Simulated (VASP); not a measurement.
Here is a VASP 6.6.1 calculation.

Contents of INCAR:

```
PREC = Accurate
ENCUT = 520
EDIFF = 1E-6
ISMEAR = -1
SIGMA = 0.1
LREAL = False
LASPH = True
NELM = 100
ALGO = Normal
ISIF = 2
LWAVE = False
LCHARG = False
NBANDS = 33
```

File KPOINTS:

```
Automatic mesh
0
Gamma
  4 4 6
```

POSCAR

```
TaN
1.0
    5.1910000000      0.0000000000      0.0000000000
   -2.5955000000      4.4955380000      0.0000000000
    0.0000000000      0.0000000000      2.9080000000
Ta N
3 3
Direct
    0.0000000000      0.0000000000      0.0000000000
    0.3333333333      0.6666666667      0.5000000000
    0.6666666667      0.3333333333      0.5000000000
    0.5000000000      0.0000000000      0.0000000000
    0.5000000000      0.5000000000      0.0000000000
    0.0000000000      0.5000000000      0.0000000000
```

Potentials or basis: VASP PAW LDA potentials, release 64 (Ta_pv, N).

Command:

```console
$ cat potpaw_LDA.64/Ta_pv/POTCAR potpaw_LDA.64/N/POTCAR > POTCAR
$ mpirun -np 1 vasp_std > vasp.out
```

Problem. What does it give for the band gap on the k mesh?

Solution. Zero (band 24 reaches 8.88 eV, above the bottom of band 25 at 6.75 eV).

Problem. Predict the pressure.

Solution. -3.2 GPa.

Stress tensor (GPa, compression positive):
```
-2.22  0.00  0.00
 0.00 -2.22  0.00
 0.00  0.00 -5.19
```

Caveat: the k points lie up to 0.36 Å⁻¹ apart; spin-orbit coupling is left out, which moves the levels of the heavy elements.
